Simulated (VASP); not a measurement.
Input of a VASP 6.6.1 run:

INCAR

```
SYSTEM = YIn
PREC = Accurate
ENCUT = 520
EDIFF = 1E-6
ISMEAR = -1
SIGMA = 0.2
LREAL = .False.
LASPH = .True.
NELM = 100
ALGO = Normal
ISIF = 2
LWAVE = .False.
LCHARG = .False.
GGA = CA
NBANDS = 19
```

File KPOINTS:

```
Automatic mesh
0
Gamma
  6 6 6
  0.5 0.5 0.5
```

Contents of POSCAR:

```
YIn
1.0
    3.8100000000      0.0000000000      0.0000000000
    0.0000000000      3.8100000000      0.0000000000
    0.0000000000      0.0000000000      3.8100000000
Y In
1 1
Direct
    0.5000000000      0.5000000000      0.5000000000
    0.0000000000      0.0000000000      0.0000000000
```

Potentials or basis: VASP PAW LDA potentials, release 64 (Y_sv, In_d).

Command:

```sh
$ cat potpaw_LDA.64/Y_sv/POTCAR potpaw_LDA.64/In_d/POTCAR > POTCAR
$ mpirun -np 1 vasp_std > vasp.out
```

(1) Predict the band gap on the k mesh.

(2) Predict the pressure.

## Answers

(1) zero (band 12 reaches 5.54 eV, above the bottom of band 13 at 4.56 eV).

(2) -6.0 GPa.

Caveat: spin-orbit coupling is left out, which moves the levels of the heavy elements.
